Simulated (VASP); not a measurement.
Wanted: the native input for a VASP 6.6.1 run.

```
Task                   : single point
Functional             : r2SCAN
Potentials or basis    : VASP PAW PBE potentials, release 64 (Mn_pv, O)
Cutoff                 : 520 eV
k mesh                 : 13 × 13 × 13
Occupations            : fermi-dirac, width 0.1 eV
Spin                   : no spin polarisation
Dipole correction      : no
Further INCAR settings : ALGO = Normal; EDIFF = 1e-06; NBANDS = 20
```

Crystal: MnO2 (fluorite type).

```
CELL_PARAMETERS angstrom
0.00000 2.29439 2.29439
2.29439 0.00000 2.29439
2.29439 2.29439 0.00000
ATOMIC_POSITIONS crystal
Mn 0.00000 0.00000 0.00000
O 0.25000 0.25000 0.25000
O 0.75000 0.75000 0.75000
```

These files were run (other wordings do the same):

POSCAR

```
MnO2
1.0
    0.0000000000      2.2943932587      2.2943932587
    2.2943932587      0.0000000000      2.2943932587
    2.2943932587      2.2943932587      0.0000000000
Mn O
1 2
Direct
    0.0000000000      0.0000000000      0.0000000000
    0.2500000000      0.2500000000      0.2500000000
    0.7500000000      0.7500000000      0.7500000000
```

INCAR.step1

```
ALGO = Normal ; EDIFF = 1E-4
ENCUT = 520 ; GGA = PE
ISMEAR = -1 ; LASPH = T
LCHARG = F ; LREAL = F
LWAVE = T ; NBANDS = 20
NELM = 80 ; PREC = Accurate
SIGMA = 0.1
```

INCAR.step2

```
ALGO = Normal ; EDIFF = 1E-6
ENCUT = 520 ; ISIF = 2
ISMEAR = -1 ; ISTART = 1
LASPH = T ; LCHARG = T
LELF = T ; LMIXTAU = T
LREAL = F ; LVHAR = T
LWAVE = F ; METAGGA = R2SCAN
NBANDS = 20 ; NELM = 80
PREC = Accurate ; SIGMA = 0.1
```

KPOINTS

```
k-points
0
Gamma
  13 13 13
```

Potentials or basis: VASP PAW PBE potentials, release 64 (Mn_pv, O).

The run is started by

```sh
$ cat potpaw_PBE.64/Mn_pv/POTCAR potpaw_PBE.64/O/POTCAR > POTCAR
$ cp INCAR.step1 INCAR
$ mpirun -np 1 vasp_std > vasp.out
$ cp INCAR.step2 INCAR
$ mpirun -np 1 vasp_std > vasp.out
```

Results of the run:

The pressure is -0.7 GPa. The band gap on the k mesh is zero (an odd number of electrons rules out a gap without spin polarisation).

Caveat: the PAW data sets were made with another functional, which shifts forces and pressure a little; an odd number of electrons without spin polarisation forces a metal; a magnetic or distorted state may lie lower; the run has no spin polarisation, though such a crystal can be magnetic; semilocal functionals often make such compounds metallic where correlation or magnetic order opens a gap, which also shifts bond lengths.

Wall time 2.4 min on 1 thread of Intel Xeon 8259CL (shared host), peak memory 0.17 GiB.
